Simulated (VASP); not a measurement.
Hf3ZnIr, 5 atoms in the cell. It takes space group Pm-3m (No. 221, cubic). The conventional cell has a = 4.837 Å, b = 4.837 Å, c = 4.837 Å, α = 90.00°, β = 90.00°, γ = 90.00°. Hf (site symmetry 4/mmm) has 2 Zn at 2.42 Å within 3.2 Å. Within 3.2 Å of Zn (site symmetry m-3m) lie 6 Hf at 2.42 Å. Within 4.5 Å of Ir (site symmetry m-3m) lie 12 Hf at 3.42 Å and 8 Zn at 4.19 Å. 

| Quantity | Value |
| --- | --- |
| Program | VASP 6.6.1 |
| Task | single point |
| Functional | PBE |
| Potentials or basis | VASP PAW PBE potentials, release 64 (Hf_pv, Zn, Ir) |
| Cutoff | 520 eV |
| k mesh | 4 × 4 × 4 |
| Occupations | gaussian, width 0.1 eV |
| Spin | collinear spin, ferromagnetic start |
| Starting moments | [0.0, 0.0, 0.0, 0.0, 1.0] μB |
| Dipole correction | no |
| Further INCAR settings | ALGO = Normal; EDIFF = 1e-07; NBANDS = 38 |

Potentials or basis: VASP PAW PBE potentials, release 64 (Hf_pv, Zn, Ir).

The run is started by

```console
$ cat potpaw_PBE.64/Hf_pv/POTCAR potpaw_PBE.64/Zn/POTCAR potpaw_PBE.64/Ir/POTCAR > POTCAR
$ mpirun -np 1 vasp_std > vasp.out
```

Hardware: 1 thread of Intel(R) Xeon(R) Platinum 8375C CPU @ 2.90GHz (Ice Lake), with other jobs on the host.

**Question.** How long does it take, and how much memory?

**Answer.** Wall time 2.2 min on 1 thread of Intel(R) Xeon(R) Platinum 8375C CPU @ 2.90GHz (Ice Lake), with other jobs on the host, peak memory 0.28 GiB. Counts: scf iterations 20, k points 10.
